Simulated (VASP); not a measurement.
A run of VASP 6.6.1 is set up as follows.

POSCAR

```
BeS
1.0
    0.0000000000      2.3636431409      2.3636431409
    2.3636431409      0.0000000000      2.3636431409
    2.3636431409      2.3636431409      0.0000000000
Be S
1 1
Direct
    0.0000000000      0.0000000000      0.0000000000
    0.5000000000      0.5000000000      0.5000000000
```

The input INCAR.step1:

```
  ALGO = Normal
  EDIFF = 1E-5
  ENCUT = 520
  GGA = PE
  ISIF = 2
  ISMEAR = 0
  LASPH = T
  LCHARG = F
  LREAL = F
  LWAVE = T
  NBANDS = 11
  NELM = 60
  PREC = Accurate
  SIGMA = 0.01
```

The input INCAR.step2:

```
  ALGO = Normal
  EDIFF = 1E-6
  ENCUT = 520
  GGA = PE
  HFSCREEN = 0.2079
  ISIF = 2
  ISMEAR = 0
  ISTART = 1
  LASPH = T
  LCHARG = F
  LHFCALC = T
  LREAL = F
  LWAVE = F
  NBANDS = 11
  NELM = 60
  PREC = Accurate
  PRECFOCK = Normal
  SIGMA = 0.01
```

File KPOINTS:

```
k-points
0
Gamma
  6 6 6
```

Potentials or basis: VASP PAW PBE potentials, release 64 (Be, S).

The run is started by

```sh
$ cat potpaw_PBE.64/Be/POTCAR potpaw_PBE.64/S/POTCAR > POTCAR
$ cp INCAR.step1 INCAR
$ mpirun -np 1 vasp_std > vasp.out
$ cp INCAR.step2 INCAR
$ mpirun -np 1 vasp_std > vasp.out
```

Estimate the band gap on the k mesh.

1.70 eV (least direct gap 4.90 eV).

Estimate the pressure.

-7.7 GPa.

Caveat: the cell differs from its parent crystal (strain +2.0%); the cell stands under tension; the PAW data sets were made with another functional, which shifts forces and pressure a little. A k mesh can miss the band edges.
